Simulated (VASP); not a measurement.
The system is Mg3CdTe4.

```
Mg Cd Te
1.0
     4.22463    0.00000    0.00000
     0.00000    4.22463    0.00000
     0.00000    0.00000   11.94907
Mg Cd Te
3 1 4
Direct
  0.00000 0.00000 0.00000
  0.50000 0.50000 0.25000
  0.50000 0.50000 0.75000
  0.00000 0.00000 0.50000
  0.50000 0.00000 0.37500
  0.00000 0.50000 0.62500
  0.50000 0.00000 0.87500
  0.00000 0.50000 0.12500
```

* Program: VASP 6.6.1
* Task: relaxation of cell and atoms
* Functional: PBE
* Potentials or basis: VASP PAW PBE potentials, release 64 (Mg, Cd, Te)
* Cutoff: 600 eV
* k mesh: 4 × 4 × 2
* Occupations: gaussian, width 0.1 eV
* Spin: no spin polarisation

At the start: pressure 17.0 GPa; volume 26.66 Å³/atom.

Q: How do energy, volume and symmetry change on relaxing?

A: Over 9 steps the energy falls by 349.7 meV/atom and the volume is 34.93 Å³/atom (+31.0 %); space group P-4m2 (No. 115, to 0.1 Å) before and after.

Step by step:
| step | energy change (eV) | largest force (eV/Å) | pressure (GPa) | volume (Å³) |
| --- | --- | --- | --- | --- |
| 1 | 0.0000 | 0.9228 | 16.98 | 213.26 |
| 2 | -2.4469 | 0.0957 | -3.03 | 312.87 |
| 3 | -2.7918 | 0.0805 | 0.17 | 278.50 |
| 4 | -2.7925 | 0.0815 | -0.03 | 280.10 |
| 5 | -2.7937 | 0.0672 | -0.03 | 280.05 |
| 6 | -2.7959 | 0.0417 | -0.02 | 279.89 |
| 7 | -2.7958 | 0.0963 | 0.00 | 279.56 |
| 8 | -2.7966 | 0.0681 | -0.01 | 279.74 |
| 9 | -2.7973 | 0.0313 | 0.02 | 279.47 |

Final structure:
```xyz
8
Lattice="4.6456 0.0000 0.0000 0.0000 4.6456 0.0000 0.0000 0.0000 12.9496" Properties=species:S:1:pos:R:3 pbc="T T T"
Mg    0.0000    0.0000   12.9496
Mg    2.3228    2.3228    3.2112
Mg    2.3228    2.3228    9.7384
Cd    4.6456    0.0000    6.4748
Te    2.3228    0.0000    4.7991
Te    0.0000    2.3228    8.1505
Te    2.3228    0.0000   11.3387
Te    0.0000    2.3228    1.6109
```

Caveat: the volume moved by over 15 % at a fixed basis, so the end points are rough.
